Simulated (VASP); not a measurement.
Set up this calculation in VASP 6.6.1, as the native input.

| Item | Value |
| --- | --- |
| Task | single point |
| Functional | LDA |
| Potentials or basis | VASP PAW LDA potentials, release 64 (Ta_pv, N) |
| Cutoff | 600 eV |
| k mesh | 3 × 3 × 2 |
| Occupations | fermi-dirac, width 0.1 eV |
| Spin | no spin polarisation |
| Dipole correction | no |
| Further INCAR settings | ALGO = Normal; EDIFF = 1e-06; NBANDS = 78 |

The structure of TaN lies in POSCAR:

```
TaN
1.0
    5.8760004199      0.0000000000      0.0000000000
   -2.9380002100      5.0887656363      0.0000000000
    0.0000000000      0.0000000000      5.7660000000
Ta N
8 8
Direct
    0.1666666667      0.3333333333      0.2500000000
    0.1666666667      0.3333333333      0.7500000000
    0.1666666667      0.8333333333      0.2500000000
    0.1666666667      0.8333333333      0.7500000000
    0.6666666667      0.3333333333      0.2500000000
    0.6666666667      0.3333333333      0.7500000000
    0.6666666667      0.8333333333      0.2500000000
    0.6666666667      0.8333333333      0.7500000000
    0.0000000000      0.0000000000      0.0000000000
    0.0000000000      0.0000000000      0.5000000000
    0.0000000000      0.5000000000      0.0000000000
    0.0000000000      0.5000000000      0.5000000000
    0.5000000000      0.0000000000      0.0000000000
    0.5000000000      0.0000000000      0.5000000000
    0.5000000000      0.5000000000      0.0000000000
    0.5000000000      0.5000000000      0.5000000000
```

These files were run (other wordings do the same):

INCAR

```
PREC     = Accurate       # precision mode
ENCUT    = 600            # plane-wave cutoff, eV
EDIFF    = 1E-6           # SCF threshold, eV
ISMEAR   = -1             # smearing method
SIGMA    = 0.1            # smearing width, eV
LREAL    = False          # projectors in reciprocal space
LASPH    = True           # aspherical terms in the spheres
NELM     = 120            # most SCF steps
ALGO     = Normal         # electronic algorithm
ISIF     = 2              # what is computed and relaxed
LWAVE    = False          # write WAVECAR
LCHARG   = False          # write CHGCAR
GGA      = CA             # functional
NBANDS   = 78             # bands
GGA_COMPAT= False
```

KPOINTS

```
Automatic mesh
0
Gamma
  3 3 2
```

Potentials or basis: VASP PAW LDA potentials, release 64 (Ta_pv, N).

Launch:

```sh
$ cat potpaw_LDA.64/Ta_pv/POTCAR potpaw_LDA.64/N/POTCAR > POTCAR
$ mpirun -np 1 vasp_std > vasp.out
```

It gave:

The pressure is -9.6 GPa and the band gap on the k mesh is zero (bands 64 and 65 overlap by 0.26 eV).

Caveat: the k points lie up to 0.54 Å⁻¹ apart; spin-orbit coupling is left out, which moves the levels of the heavy elements.

Wall time 55 s on 1 thread of AMD EPYC 9R45 96-Core Processor (Zen 5) (shared host), peak memory 0.26 GiB.
